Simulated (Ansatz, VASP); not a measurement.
# MgO: VASP beside Ansatz

The input INCAR:

```
SYSTEM = MgO
ALGO = Normal
EDIFF = 1E-6
ENCUT = 520
ISIF = 2
ISMEAR = 0
LASPH = .TRUE.
LCHARG = .TRUE.
LELF = .TRUE.
LREAL = .FALSE.
LVHAR = .TRUE.
LWAVE = .FALSE.
NBANDS = 36
NELM = 80
PREC = Accurate
SIGMA = 0.05
```

Contents of KPOINTS:

```
k-points
0
G
  4 4 4
  0 0 0
```

File POSCAR:

```
MgO
1.0
    5.5230736673      0.0000000000      0.0000000000
    0.0000000000      5.5230736673      0.0000000000
    0.0000000000      0.0000000000      5.5230736673
Mg O
6 6
Direct
    0.2500000000     -0.0210480887      0.5000000000
    0.0000000000      0.5210480887      0.2500000000
    0.5000000000      0.7500000000      0.0000000000
    0.7500000000     -0.0210480887      0.5000000000
    0.0000000000      0.5210480887      0.7500000000
    0.5000000000      0.2500000000      0.0000000000
    0.2500000000      0.4944992792      0.0000000000
    0.5000000000      0.0055007208      0.2500000000
    0.0000000000      0.7500000000      0.5000000000
    0.7500000000      0.4944992792      0.0000000000
    0.5000000000      0.0055007208      0.7500000000
    0.0000000000      0.2500000000      0.5000000000
```

Input for Ansatz:

```yaml
crystal:
  lattice:
    - [5.5230736673, 0.0, 0.0]
    - [0.0, 5.5230736673, 0.0]
    - [0.0, 0.0, 5.5230736673]
  atoms:
    - { symbol: Mg, position: [0.25, -0.0210480887, 0.5] }
    - { symbol: Mg, position: [0.0, 0.5210480887, 0.25] }
    - { symbol: Mg, position: [0.5, 0.75, 0.0] }
    - { symbol: Mg, position: [0.75, -0.0210480887, 0.5] }
    - { symbol: Mg, position: [0.0, 0.5210480887, 0.75] }
    - { symbol: Mg, position: [0.5, 0.25, 0.0] }
    - { symbol: O, position: [0.25, 0.4944992792, 0.0] }
    - { symbol: O, position: [0.5, 0.0055007208, 0.25] }
    - { symbol: O, position: [0.0, 0.75, 0.5] }
    - { symbol: O, position: [0.75, 0.4944992792, 0.0] }
    - { symbol: O, position: [0.5, 0.0055007208, 0.75] }
    - { symbol: O, position: [0.0, 0.25, 0.5] }
basis:
  ecutwfc: 520.0
kpoints:
  mp_grid: { grid: [4, 4, 4] }
hamiltonian:
  xc: lda
  pseudopotentials: { kind: paw, azcp: { folder: soft_1 } }
scf:
  occupations: { method: gaussian, width: 0.05 }
output:
  forces: true
  stress: true
  eigenvalues: true
```

Change from the starting cell: mode 14 frozen in at -0.072 Å and mode 24 at -0.086 Å (largest displacements).

Alike in both runs: task single point; functional LDA; k mesh 4 × 4 × 4; occupations gaussian, width 0.05 eV; no spin polarisation.

```csv
,VASP,Ansatz
version,VASP 6.6.1,Ansatz 0.2.0
potentials or method,"VASP PAW LDA potentials, release 64 (Mg, O), cutoff 520 eV","scalar-relativistic, plane waves, PAW"
valence electrons in the cell,48,96
```

```tsv
	VASP	Ansatz	Ansatz less VASP
gap on the k mesh at the Fermi level (eV)	2.64	2.66	+0.015
least direct gap on the mesh (eV)	2.67	2.68	+0.014
pressure (GPa)	-0.3	0.4	+0.69
traceless stress, the component that is largest in VASP (GPa)	-0.33	-0.34	-0.007
rms of the force components (eV/Å)	0.731	0.715	-0.0156
```

Ansatz warns that its potentials were made for another functional, while VASP's fit it. LDA's correlation is that of Perdew and Zunger in VASP and of Perdew and Wang (1992) in Ansatz. Atom by atom the forces differ by 0.016 eV/Å (rms over components). VASP's potentials hold 48 valence electrons a cell and Ansatz's 96, so a difference there can come from the potentials and not from the codes.
